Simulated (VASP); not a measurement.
# CaO (Fm-3m) in VASP: further runs, part 2 of 2

VASP 6.6.1.

## Step 3: Dielectric tensor, r2SCAN (strain -1.0%)

Contents of INCAR:

```
ALGO = Normal
EDIFF = 1E-8
ENCUT = 520
ISIF = 2
ISMEAR = 0
LASPH = True
LCALCEPS = True
LCHARG = False
LMIXTAU = True
LREAL = False
LWAVE = False
METAGGA = R2SCAN
NELM = 60
PREC = Accurate
SIGMA = 0.01
```

Contents of KPOINTS:

```
k-points
0
Gamma
  8 8 8
```

Contents of POSCAR:

```
CaO
1.0
    0.0000000000      2.3735746124      2.3735746124
    2.3735746124      0.0000000000      2.3735746124
    2.3735746124      2.3735746124      0.0000000000
Ca O
1 1
Direct
    0.0000000000      0.0000000000      0.0000000000
    0.5000000000      0.5000000000      0.5000000000
```

Potentials or basis: VASP PAW PBE potentials, release 64 (Ca_sv, O).

The run is started by

```
$ cat potpaw_PBE.64/Ca_sv/POTCAR potpaw_PBE.64/O/POTCAR > POTCAR
$ mpirun -np 1 vasp_std > vasp.out
```

OUTCAR:

```text
EDIFF = 1E-8
   ENCUT = 520
   ISIF = 2
   ISMEAR = 0
   LASPH = True
   LREAL = False
   METAGGA = R2SCAN
   NELM = 60
   PREC = Accurate

 ion  position               nearest neighbor table
   1  0.000  0.000  0.000-   2 2.37   2 2.37   2 2.37   2 2.37   2 2.37   2 2.37
   2  0.500  0.500  0.500-   1 2.37   1 2.37   1 2.37   1 2.37   1 2.37   1 2.37

  LATTYP: Found a face centered cubic cell.
 ALAT       =     4.7471492248

  Lattice vectors:

 A1 = (   0.0000000000,   2.3735746124,   2.3735746124)
 A2 = (   2.3735746124,   0.0000000000,   2.3735746124)
 A3 = (   2.3735746124,   2.3735746124,   0.0000000000)

Analysis of symmetry for initial positions (statically):
=====================================================================
 Subroutine PRICEL returns:
 Original cell was already a primitive cell.

 Routine SETGRP: Setting up the symmetry group for a
 face centered cubic supercell.

 Subroutine GETGRP returns: Found 48 space group operations
 (whereof 48 operations were pure point group operations)
 out of a pool of 48 trial point group operations.

The static configuration has the point symmetry O_h .

Analysis of symmetry for dynamics (positions and initial velocities):
=====================================================================
 Subroutine PRICEL returns:
 Original cell was already a primitive cell.

 Routine SETGRP: Setting up the symmetry group for a
 face centered cubic supercell.

 Subroutine GETGRP returns: Found 48 space group operations
 (whereof 48 operations were pure point group operations)
 out of a pool of 48 trial point group operations.

The dynamic configuration has the point symmetry O_h .

 Subroutine INISYM returns: Found 48 space group operations
 (whereof 48 operations are pure point group operations),
 and found     1 'primitive' translations

----------------------------------------------------------------------------------------

                                     Primitive cell

  volume of cell :      26.7448

  direct lattice vectors                    reciprocal lattice vectors
     0.000000000  2.373574612  2.373574612    -0.210652742  0.210652742  0.210652742
     2.373574612  0.000000000  2.373574612     0.210652742 -0.210652742  0.210652742
     2.373574612  2.373574612  0.000000000     0.210652742  0.210652742 -0.210652742

  length of vectors
     3.356741408  3.356741408  3.356741408     0.364861252  0.364861252  0.364861252

  position of ions in fractional coordinates (direct lattice)
     0.000000000  0.000000000  0.000000000
     0.500000000  0.500000000  0.500000000

  ion indices of the primitive-cell ions
   primitive index   ion index
                 1           1
                 2           2

----------------------------------------------------------------------------------------

 KPOINTS: k-points

Automatic generation of k-mesh.
 Grid dimensions read from file:
 generate k-points for:    8    8    8

 Generating k-lattice:

  Cartesian coordinates                     Fractional coordinates (reciprocal lattice)
    -0.026331593  0.026331593  0.026331593     0.125000000  0.000000000  0.000000000
     0.026331593 -0.026331593  0.026331593     0.000000000  0.125000000  0.000000000
[... 84 lines left out ...]
   LHFCALC =     F    Hartree Fock is set to
   AEXX    =    0.0000 exact exchange contribution
   IVDW    =     0    specifies the selected vdW correction
   LEPSILON=     F    determine dielectric tensor
   LRPA    =     F    only Hartree local field effects (RPA)
   LRPA       =     F
 non-spin polarized calculation
 Gauss-broadening in eV      SIGMA  =   0.01
  energy-cutoff  :      520.00
  volume of cell :       26.74
 maximum number of plane-waves:       730
 NGX is ok and might be reduce to    28
   NGX = 13   NGY = 13   NGZ = 13

 Total electronic dipole moment: p[elc]=(     0.00372    -0.00000    -0.00000 ) |e| Angst

 number of electron      15.9999997 magnetization

 Free energy of the ion-electron system (eV)
  ---------------------------------------------------
  ext. energy  EPLUGINS =         0.00000000
  ---------------------------------------------------
  free energy    TOTEN  =       -19.43695643 eV

  energy without entropy =      -19.43695643  energy(sigma->0) =      -19.43695643

 E-fermi :   2.3549     XC(G=0): -11.2727

 val. band max:        2.2285169067   @ k =   0.0000   0.0000   0.0000
 cond. band min:   10000.0000000000   @ k =   0.0000   0.0000   0.0000
 fundamental gap:   9997.7714830933
 Fermi energy:         2.3549455380

 k-point     1 :       0.0000    0.0000    0.0000
  band No.  band energies     occupation
      1     -36.6726      2.00000
      2     -16.5360      2.00000
      3     -16.5360      2.00000
      4     -16.5360      2.00000
      5     -14.3172      2.00000
      6       2.2285      2.00000
      7       2.2285      2.00000
      8       2.2285      2.00000
      9   10000.0000      0.00000
     10   10000.0000      0.00000
     11   10000.0000      0.00000
     12   10000.0000      0.00000
[... 331 lines left out ...]
 k-point    24 :      -0.3750    0.2500    0.1250
  band No.  band energies     occupation
      1     -36.5342      2.00000
      2     -17.6512      2.00000
      3     -16.8025      2.00000
      4     -16.6760      2.00000
      5     -13.2090      2.00000
      6       0.1454      2.00000
      7       1.0741      2.00000
      8       1.1219      2.00000
      9   10000.0000      0.00000
     10   10000.0000      0.00000
     11   10000.0000      0.00000
     12   10000.0000      0.00000

 [... further k-points ...]

------------------------ aborting loop because EDIFF is reached ----------------------------------------

            Ionic dipole moment: p[ion]=(   -14.24145   -14.24145   -14.24145 ) |e| Angst

 Total electronic dipole moment: p[elc]=(     0.00000     0.00000     0.00372 ) |e| Angst

 MACROSCOPIC STATIC DIELECTRIC TENSOR (including local field effects)
 ------------------------------------------------------
           3.514363    -0.000000    -0.000000
           0.000000     3.514363    -0.000000
           0.000000    -0.000000     3.514363
 ------------------------------------------------------

 PIEZOELECTRIC TENSOR (including local field effects) (e Angst)
          XX          YY          ZZ          XY          YZ          ZX
  --------------------------------------------------------------------------------
  x     0.00000     0.00000     0.00000     0.00000     0.00000     0.00000
  y     0.00000     0.00000     0.00000     0.00000     0.00000     0.00000
  z     0.00000     0.00000     0.00000     0.00000     0.00000     0.00000

 PIEZOELECTRIC TENSOR (including local field effects) (C/m^2)
          XX          YY          ZZ          XY          YZ          ZX
  --------------------------------------------------------------------------------
  x     0.00000     0.00000     0.00000     0.00000     0.00000     0.00000
  y     0.00000     0.00000     0.00000     0.00000     0.00000     0.00000
  z     0.00000     0.00000     0.00000     0.00000     0.00000     0.00000

 BORN EFFECTIVE CHARGES (including local field effects) (in |e|, cummulative output)
 ---------------------------------------------------------------------------------
 ion    1
    1     2.31802    -0.00000     0.00000
    2    -0.00000     2.31802     0.00000
    3    -0.00000    -0.00000     2.31802
 ion    2
    1    -2.31802     0.00000     0.00000
    2     0.00000    -2.31802    -0.00000
    3     0.00000     0.00000    -2.31802

  FORCE on cell =-STRESS in cart. coord.  units (eV):
  Direction    XX          YY          ZZ          XY          YZ          ZX
  --------------------------------------------------------------------------------------
  -------------------------------------------------------------------------------------
  Total        0.8295580      0.8295580      0.8295580      0.0000000      0.0000000     -0.0000000
  in kB       49.6956830     49.6956830     49.6956830      0.0000000      0.0000000     -0.0000000
  external PRESSURE =      49.6956830 kB  Pullay stress =       0.0000000 kB

 VOLUME and BASIS-vectors are now :
 -----------------------------------------------------------------------------
  energy-cutoff  :      520.00
  volume of cell :       26.74
      direct lattice vectors                 reciprocal lattice vectors
     0.000000000  2.373574612  2.373574612    -0.210652742  0.210652742  0.210652742
     2.373574612  0.000000000  2.373574612     0.210652742 -0.210652742  0.210652742
     2.373574612  2.373574612  0.000000000     0.210652742  0.210652742 -0.210652742

 POSITION                                       TOTAL-FORCE (eV/Angst)
 -----------------------------------------------------------------------------------
      0.00000      0.00000      0.00000         0.000000      0.000000      0.000000
      2.37357      2.37357      2.37357        -0.000000     -0.000000     -0.000000
 -----------------------------------------------------------------------------------
    total drift:                                0.000000      0.000000      0.000000

  FREE ENERGIE OF THE ION-ELECTRON SYSTEM (eV)
  ---------------------------------------------------
  free  energy   TOTEN  =       -19.4369564276 eV

  energy  without entropy=      -19.4369564276  energy(sigma->0) =      -19.43695643
```

stdout:

```text
POSCAR found type information on POSCAR CaO
 POSCAR found :  2 types and       2 ions
 scaLAPACK will be used
 -----------------------------------------------------------------------------
|                                                                             |
[... 110 lines left out ...]
dp_tot=( -0.439E-06 -0.481E-06  0.373E-02 )  diag[e(oo)]=(    ---      ---    3.52593 )
 p_tot=( -0.142E+02 -0.142E+02 -0.142E+02 )
dp_tot=( -0.439E-06 -0.481E-06  0.373E-02 )  diag[e(oo)]=(    ---      ---    3.52082 )
 p_tot=( -0.142E+02 -0.142E+02 -0.142E+02 )
dp_tot=( -0.438E-06 -0.480E-06  0.372E-02 )  diag[e(oo)]=(    ---      ---    3.51644 )
 final diagonalization full
 p_tot=( -0.142E+02 -0.142E+02 -0.142E+02 )
dp_tot=( -0.438E-06 -0.479E-06  0.372E-02 )  diag[e(oo)]=(    ---      ---    3.51425 )
```

It took 25 min on 1 thread of Intel Xeon 6975P-C (Granite Rapids), shared host; peak memory 0.35 GiB.

What came out:

```
Band gap on the k mesh                  : 4.18 eV (least direct gap 4.54 eV)
Electronic dielectric tensor (diagonal) : 3.51
Born charges (mean of the diagonal)     : Ca +2.32; O -2.32 e
```

Electronic dielectric tensor:
```
3.51 0.00 0.00
0.00 3.51 0.00
0.00 0.00 3.51
```

Born effective charge tensors (e):
atom 1, Ca
```
2.32 0.00 0.00
0.00 2.32 0.00
0.00 0.00 2.32
```
atom 2, O
```
-2.32  0.00  0.00
 0.00 -2.32  0.00
 0.00  0.00 -2.32
```

Dipole moments of the cell (e·Å, modulo the quantum): ionic -14.241, -14.241, -14.241; electronic 0.000, 0.000, 0.004

Caveat: the cell differs from its parent crystal (strain -1.0%); the PAW data sets were made with another functional, which shifts forces and pressure a little. A k mesh can miss the band edges.

The gap in the log of VASP goes by the Fermi energy; the results here count the filled bands.